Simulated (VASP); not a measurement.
# TlB2 (Fd-3m) in VASP: notebook

The runs below take TlB2 through single point, relaxation of cell and atoms, with PBE.

All numbers are computed with VASP 6.6.1; they aren't measurements. Logs are shortened: lines on timing, memory, paths and dates and some standing lists are left out, and cuts for length are marked.

## (1) The cell of the first run

Symmetry: Fd-3m, No. 227, cubic system. Conventional cell: a = 6.997 Å, b = 6.997 Å, c = 6.997 Å, α = 90.00°, β = 90.00°, γ = 90.00°. Within 3.8 Å of Tl (site symmetry -43m) lie 12 B at 2.90 Å and 4 Tl at 3.03 Å. Within 3.3 Å of B (site symmetry -3m) lie 6 B at 2.47 Å and 6 Tl at 2.90 Å.

## (2) Single point, PBE

INCAR

```
PREC = Accurate ; ENCUT = 520
EDIFF = 1E-7 ; ISMEAR = 0
SIGMA = 0.1 ; LREAL = F
LASPH = T ; NELM = 80
ALGO = Normal ; ISIF = 2
LWAVE = F ; LCHARG = F
GGA = PE ; NBANDS = 28
```

KPOINTS

```
Automatic mesh
0
Gamma
  10 10 10
```

POSCAR

```
TlB2
1.0
    0.0000000000      3.4987353054      3.4987353054
    3.4987353054      0.0000000000      3.4987353054
    3.4987353054      3.4987353054      0.0000000000
Tl B
2 4
Direct
    0.0000000000      0.0000000000      0.0000000000
    0.2500000000      0.2500000000      0.2500000000
    0.6250000000      0.6250000000      0.6250000000
    0.1250000000      0.6250000000      0.6250000000
    0.6250000000      0.6250000000      0.1250000000
    0.6250000000      0.1250000000      0.6250000000
```

Potentials or basis: VASP PAW PBE potentials, release 64 (Tl_d, B).

Launch:

```bash
cat potpaw_PBE.64/Tl_d/POTCAR potpaw_PBE.64/B/POTCAR > POTCAR
mpirun -np 1 vasp_std > vasp.out
```

OUTCAR:

```text
PREC = Accurate
   ENCUT = 520
   EDIFF = 1E-7
   ISMEAR = 0
   LREAL = F
   LASPH = T
   NELM = 80
   ISIF = 2
   GGA = PE

 ion  position               nearest neighbor table
   1  0.000  0.000  0.000-   3 2.90   5 2.90   6 2.90   3 2.90   4 2.90   5 2.90   3 2.90   4 2.90
                             6 2.90   4 2.90   5 2.90   6 2.90   2 3.03   2 3.03   2 3.03   2 3.03
   2  0.250  0.250  0.250-   4 2.90   5 2.90   6 2.90   3 2.90   4 2.90   6 2.90   3 2.90   4 2.90
                             5 2.90   3 2.90   5 2.90   6 2.90   1 3.03   1 3.03   1 3.03   1 3.03
   3  0.625  0.625  0.625-   2 2.90   2 2.90   2 2.90   1 2.90   1 2.90   1 2.90
   4  0.125  0.625  0.625-   2 2.90   2 2.90   1 2.90   2 2.90   1 2.90   1 2.90
   5  0.625  0.625  0.125-   2 2.90   2 2.90   1 2.90   2 2.90   1 2.90   1 2.90
   6  0.625  0.125  0.625-   2 2.90   2 2.90   1 2.90   2 2.90   1 2.90   1 2.90

  LATTYP: Found a face centered cubic cell.
 ALAT       =     6.9974706108

  Lattice vectors:

 A1 = (   0.0000000000,   3.4987353054,   3.4987353054)
 A2 = (   3.4987353054,   0.0000000000,   3.4987353054)
 A3 = (   3.4987353054,   3.4987353054,   0.0000000000)

Analysis of symmetry for initial positions (statically):
=====================================================================
 Subroutine PRICEL returns:
 Original cell was already a primitive cell.

 Routine SETGRP: Setting up the symmetry group for a
 face centered cubic supercell.

 Subroutine GETGRP returns: Found 48 space group operations
 (whereof 24 operations were pure point group operations)
 out of a pool of 48 trial point group operations.

The static configuration has the point symmetry T_d .
 The point group associated with its full space group is O_h .

Analysis of symmetry for dynamics (positions and initial velocities):
=====================================================================
 Subroutine PRICEL returns:
 Original cell was already a primitive cell.

 Routine SETGRP: Setting up the symmetry group for a
 face centered cubic supercell.

 Subroutine GETGRP returns: Found 48 space group operations
 (whereof 24 operations were pure point group operations)
 out of a pool of 48 trial point group operations.

The dynamic configuration has the point symmetry T_d .
 The point group associated with its full space group is O_h .

 Subroutine INISYM returns: Found 48 space group operations
 (whereof 24 operations are pure point group operations),
 and found     1 'primitive' translations

----------------------------------------------------------------------------------------

                                     Primitive cell

  volume of cell :      85.6571

  direct lattice vectors                    reciprocal lattice vectors
     0.000000000  3.498735305  3.498735305    -0.142908782  0.142908782  0.142908782
     3.498735305  0.000000000  3.498735305     0.142908782 -0.142908782  0.142908782
     3.498735305  3.498735305  0.000000000     0.142908782  0.142908782 -0.142908782

  length of vectors
     4.947958920  4.947958920  4.947958920     0.247525271  0.247525271  0.247525271

  position of ions in fractional coordinates (direct lattice)
     0.000000000  0.000000000  0.000000000
     0.250000000  0.250000000  0.250000000
     0.625000000  0.625000000  0.625000000
     0.125000000  0.625000000  0.625000000
     0.625000000  0.625000000  0.125000000
     0.625000000  0.125000000  0.625000000

  ion indices of the primitive-cell ions
   primitive index   ion index
                 1           1
                 2           2
                 3           3
                 4           4
                 5           5
                 6           6

----------------------------------------------------------------------------------------

 KPOINTS: Automatic mesh

Automatic generation of k-mesh.
 Grid dimensions read from file:
 generate k-points for:   10   10   10

 Generating k-lattice:

  Cartesian coordinates                     Fractional coordinates (reciprocal lattice)
    -0.014290878  0.014290878  0.014290878     0.100000000  0.000000000  0.000000000
     0.014290878 -0.014290878  0.014290878     0.000000000  0.100000000  0.000000000
     0.014290878  0.014290878 -0.014290878     0.000000000  0.000000000  0.100000000

  Length of vectors
     0.024752527  0.024752527  0.024752527

  Shift w.r.t. Gamma in fractional coordinates (k-lattice)
     0.000000000  0.000000000  0.000000000

 Subroutine IBZKPT returns following result:
 ===========================================

 Found     47 irreducible k-points:

 Following reciprocal coordinates:
            Coordinates               Weight
  0.000000  0.000000  0.000000      1.000000
  0.100000  0.000000  0.000000      8.000000
  0.200000  0.000000  0.000000      8.000000
  0.300000  0.000000  0.000000      8.000000
  0.400000  0.000000  0.000000      8.000000
  0.500000  0.000000  0.000000      4.000000
[... 16 lines left out ...]
  0.300000  0.300000  0.000000      6.000000
  0.400000  0.300000  0.000000     24.000000
 [... further k-points ...]
   k-points           NKPTS =     47   k-points in BZ     NKDIM =     47   number of bands    NBANDS=     28
   number of dos      NEDOS =    301   number of ions     NIONS =      6
   total plane-waves  NPLWV =  64000
   dimension x,y,z NGX =    40 NGY =   40 NGZ =   40
   dimension x,y,z NGXF=    80 NGYF=   80 NGZF=   80
   ions per type =               2   4
   NGX,Y,Z   is equivalent  to a cutoff of  13.44, 13.44, 13.44 a.u.
   NGXF,Y,Z  is equivalent  to a cutoff of  26.88, 26.88, 26.88 a.u.
 SYSTEM =  unknown system
   PREC   = accura    normal or accurate (medium, high low for compatibility)
   ISTART =      0    job   : 0-new  1-cont  2-samecut
   ICHARG =      2    charge: 1-file 2-atom 10-const
   ISPIN  =      1    spin polarized calculation?
   LNONCOLLINEAR =      F non collinear calculations
   LSORBIT =      F    spin-orbit coupling
   LASPH  =      T    aspherical Exc in radial PAW
   ENCUT  =  520.0 eV  38.22 Ry    6.18 a.u.   9.20  9.20  9.20*2*pi/ulx,y,z
   NELM   =     80;   NELMIN=  2; NELMDL= -5     # of ELM steps
   EDIFF  = 0.1E-06   stopping-criterion for ELM
   LREAL  =      F    real-space projection
   EDIFFG = 0.1E-05   stopping-criterion for IOM
   NSW    =      0    number of steps for IOM
   IBRION =     -1    ionic relax: 0-MD 1-quasi-New 2-CG
   NFREE  =      0    steps in history (QN), initial steepest desc. (CG)
   ISIF   =      2    stress and relaxation
   ISYM   =      2    0-nonsym 1-usesym 2-fastsym
   POTIM  = 0.5000    time-step for ionic-motion
   TEBEG  =    0.0;   TEEND  =   0.0 temperature during run
   PSTRESS=    0.0 pullay stress
   NELECT =      38.0000    total number of electrons
   NUPDOWN=      -1.0000    fix difference up-down
   EMIN   =  10.00;   EMAX   =-10.00  energy-range for DOS
   EFERMI =   0.00;   METHOD = LEGACY
   ISMEAR =     0;   SIGMA  =   0.10  broadening in eV -4-tet -1-fermi 0-gaus
   EFERMI_NEDOS =   21; number of points for ismear=-14 and -15
   IALGO  =     38    algorithm
   IMIX   =      4    mixing-type and parameters
     AMIX     =   0.40;   BMIX     =  1.00
     AMIX_MAG =   1.60;   BMIX_MAG =  1.00
  volume/ion in A,a.u.               =      14.28        96.34
  Fermi-wavevector in a.u.,A,eV,Ry     =   1.248576  2.359466 21.210690  1.558942
  Thomas-Fermi vector in A             =   2.382656
   LORBIT       =      0    0 simple, 1 ext, 2 COOP (PROOUT), +10 PAW based schemes
   GGA     = PE    functional components
   LHFCALC =     F    Hartree Fock is set to
   AEXX    =    0.0000 exact exchange contribution
   IVDW    =     0    specifies the selected vdW correction
   LEPSILON=     F    determine dielectric tensor
   LRPA    =     F    only Hartree local field effects (RPA)
 non-spin polarized calculation
 Gauss-broadening in eV      SIGMA  =   0.10
  energy-cutoff  :      520.00
  volume of cell :       85.66
 maximum number of plane-waves:      2332
 NGX is ok and might be reduce to    40
   NGX = 19   NGY = 19   NGZ = 19

 number of electron      37.9999997 magnetization

 Free energy of the ion-electron system (eV)
  ---------------------------------------------------
  ext. energy  EPLUGINS =         0.00000000
  ---------------------------------------------------
  free energy    TOTEN  =       -18.91058409 eV

  energy without entropy =      -18.90332579  energy(sigma->0) =      -18.90695494

 E-fermi :   6.8369     XC(G=0): -11.1944

 val. band max:        6.8236916860   @ k =   0.1000   0.1000   0.0000
 cond. band min:       6.8574207704   @ k =  -0.1000   0.1000   0.0000
 fundamental gap:      0.0337290844
 Fermi energy:         6.8369460445

 k-point     1 :       0.0000    0.0000    0.0000
  band No.  band energies     occupation
      1      -5.4433      2.00000
      2      -4.9263      2.00000
      3      -4.9263      2.00000
      4      -4.8960      2.00000
      5      -4.8960      2.00000
      6      -4.8960      2.00000
[... 20 lines left out ...]
     27      12.4315      0.00000
     28      12.4315      0.00000

 k-point     2 :       0.1000    0.0000    0.0000
  band No.  band energies     occupation
      1      -5.3533      2.00000
      2      -4.9608      2.00000
      3      -4.9608      2.00000
      4      -4.8942      2.00000
      5      -4.8514      2.00000
      6      -4.8514      2.00000
[... 20 lines left out ...]
     27      12.2245      0.00000
     28      12.4484      0.00000

 k-point     3 :       0.2000    0.0000    0.0000
  band No.  band energies     occupation
      1      -5.1209      2.00000
      2      -4.9849      2.00000
      3      -4.9849      2.00000
      4      -4.8539      2.00000
      5      -4.8068      2.00000
      6      -4.8068      2.00000
[... 616 lines left out ...]
      3      -4.9192      2.00000
      4      -4.7840      2.00000
      5      -4.7442      2.00000
      6      -4.5891      2.00000
[... 20 lines left out ...]
     27      11.0711      0.00000
     28      11.3842      0.00000

 k-point    24 :       0.4000    0.3000    0.0000
  band No.  band energies     occupation
      1      -5.1155      2.00000
      2      -4.9694      2.00000
      3      -4.9287      2.00000
      4      -4.7847      2.00000
      5      -4.6941      2.00000
      6      -4.5440      2.00000
[... 20 lines left out ...]
     27      11.7010      0.00000
     28      11.8005      0.00000

 [... further k-points ...]

------------------------ aborting loop because EDIFF is reached ----------------------------------------

  FORCE on cell =-STRESS in cart. coord.  units (eV):
  Direction    XX          YY          ZZ          XY          YZ          ZX
  --------------------------------------------------------------------------------------
  -------------------------------------------------------------------------------------
  Total       -0.0518050     -0.0518050     -0.0518050      0.0000000     -0.0000000      0.0000000
  in kB       -0.9689888     -0.9689888     -0.9689888      0.0000000     -0.0000000      0.0000000
  external PRESSURE =      -0.9689888 kB  Pullay stress =       0.0000000 kB

 VOLUME and BASIS-vectors are now :
 -----------------------------------------------------------------------------
  energy-cutoff  :      520.00
  volume of cell :       85.66
      direct lattice vectors                 reciprocal lattice vectors
     0.000000000  3.498735305  3.498735305    -0.142908782  0.142908782  0.142908782
     3.498735305  0.000000000  3.498735305     0.142908782 -0.142908782  0.142908782
     3.498735305  3.498735305  0.000000000     0.142908782  0.142908782 -0.142908782

 POSITION                                       TOTAL-FORCE (eV/Angst)
 -----------------------------------------------------------------------------------
      0.00000      0.00000      0.00000         0.000000      0.000000      0.000000
      1.74937      1.74937      1.74937        -0.000000     -0.000000     -0.000000
      4.37342      4.37342      4.37342        -0.000000      0.000000     -0.000000
      4.37342      2.62405      2.62405         0.000000      0.000000     -0.000000
      2.62405      2.62405      4.37342        -0.000000      0.000000     -0.000000
      2.62405      4.37342      2.62405         0.000000      0.000000     -0.000000
 -----------------------------------------------------------------------------------
    total drift:                               -0.000000     -0.000000      0.000000

  FREE ENERGIE OF THE ION-ELECTRON SYSTEM (eV)
  ---------------------------------------------------
  free  energy   TOTEN  =       -18.9105840948 eV

  energy  without entropy=      -18.9033257933  energy(sigma->0) =      -18.90695494
```

Wall time 3.4 min (1 thread of Oxide Virtual Turin-like, shared host); peak memory 0.25 GiB.

Results:

```yaml
Free_energy: -18.9106 eV
Pressure: -0.1 GPa
Band_gap_on_the_k_mesh: zero (bands 19 and 20 overlap by 3.49 eV)
```

Levels at points of the mesh, in eV from the Fermi level:
```tsv
k point	band 17	band 18	band 19	band 20	band 21	band 22
(0.00, 0.00, 0.00)	-2.89	-2.89	-2.89	-0.64	-0.09	-0.09
(0.50, 0.00, 0.00)	-3.29	-3.18	0.16	1.47	1.47	1.56
(0.50, 0.50, 0.00)	0.89	0.89	1.70	1.70	1.82	1.82
```

Caveat: spin-orbit coupling is left out, which moves the levels of the heavy elements.

## (3) Relaxation of cell and atoms, PBE

This run uses another cell than the first one, of 14.14 Å³/atom.

INCAR

```
SYSTEM = TlB2
PREC = Accurate ; ENCUT = 600
EDIFF = 1E-6 ; ISMEAR = 0
SIGMA = 0.1 ; LREAL = .FALSE.
LASPH = .TRUE. ; NELM = 100
ALGO = Fast ; ISIF = 3
LWAVE = .FALSE. ; LCHARG = .FALSE.
GGA = PE ; IBRION = 2
NSW = 100 ; EDIFFG = -0.01
```

KPOINTS

```
Automatic mesh
0
G
  10 10 10
  0 0 0
```

Changes to POSCAR since step 2:

```diff
@@ -2,5 +2,5 @@
 1.0
-    0.0000000000      3.4987353054      3.4987353054
-    3.4987353054      0.0000000000      3.4987353054
-    3.4987353054      3.4987353054      0.0000000000
+    0.0000000000      3.4871661574      3.4871661574
+    3.4871661574      0.0000000000      3.4871661574
+    3.4871661574      3.4871661574      0.0000000000
 Tl B
```

Potentials or basis: VASP PAW PBE potentials, release 64 (Tl_d, B).

Launch:

```bash
cat potpaw_PBE.64/Tl_d/POTCAR potpaw_PBE.64/B/POTCAR > POTCAR
mpirun -np 1 vasp_std > vasp.out
```

It took 4.3 min on 1 thread of Oxide Virtual Turin-like, shared host; peak memory 0.27 GiB.

It converged, with:

```
Free energy                           : -18.9114 eV
Relaxed volume                        : 14.28 Å³/atom
Relaxed cell                          : a = 4.948 Å, b = 4.948 Å, c = 4.948 Å, α = 60.00°, β = 60.00°, γ = 60.00°
Space group after relaxing (to 0.1 Å) : Fd-3m (No. 227)
Energy gained by relaxing             : 0.3 meV/atom
Ionic steps                           : 2
Pressure after relaxing               : 0.0 GPa
Band gap on the k mesh                : zero (bands 19 and 20 overlap by 3.49 eV)
```

The path:
```
step  energy change (eV)  largest force (eV/Å)  pressure (GPa)  volume (Å³)
   1              0.0000                0.0000            0.78        84.81
   2             -0.0020                0.0000           -0.03        85.65
```

Final structure:
```
Tl B
1.0
     0.00000    3.49868    3.49868
     3.49868    0.00000    3.49868
     3.49868    3.49868    0.00000
Tl B
2 4
Direct
  0.00000 0.00000 0.00000
  0.25000 0.25000 0.25000
  0.62500 0.62500 0.62500
  0.12500 0.62500 0.62500
  0.62500 0.62500 0.12500
  0.62500 0.12500 0.62500
```

Levels at points of the mesh, in eV from the Fermi level:
```csv
k point,band 16,band 17,band 18,band 19,band 20,band 21,band 22,band 23
"(0.00, 0.00, 0.00)",-3.13,-2.89,-2.89,-2.89,-0.64,-0.09,-0.09,1.54
"(0.50, 0.00, 0.00)",-3.29,-3.29,-3.18,0.16,1.47,1.47,1.56,1.56
"(0.50, 0.50, 0.00)",-5.90,0.89,0.89,1.70,1.70,1.82,1.82,1.83
```

Caveat: spin-orbit coupling is left out, which moves the levels of the heavy elements.

The gap in the log of VASP goes by the Fermi energy; the results here count the filled bands.